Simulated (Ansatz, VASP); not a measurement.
## Se in VASP and in Ansatz

```
Se
1.0
    15.00000    0.00000    0.00000
     0.00000   15.50000    0.00000
     0.00000    0.00000   16.00000
Se
1
Direct
  0.50000 0.50000 0.50000
```

Alike in both runs: task single point; functional PBE; k mesh 1 × 1 × 1; occupations gaussian, width 0.005 eV; collinear spin.

```csv
,VASP,Ansatz
version,VASP 6.6.1,Ansatz 0.2.0
potentials or method,"VASP PAW PBE potentials, release 64 (Se), cutoff 520 eV","scalar-relativistic, plane waves, PAW"
valence electrons in the cell,6,16
```

Ansatz gave:

```
gap on the k mesh at the Fermi level (eV)                     : 0.33
net moment per atom (μB)                                      : 2.00
size of the moment on the site where the two differ most (μB) : 2.00
```

Q: Estimate VASP's values.

A: gap on the k mesh at the Fermi level (eV): 0.26; net moment per atom (μB): 2.00; size of the moment on the site where the two differ most (μB): 1.11.

Site moments also hang on the region over which each program counts them. VASP's potentials hold 6 valence electrons a cell and Ansatz's 16, so a difference there can come from the potentials and not from the codes. Ansatz's warnings: stability check not made.
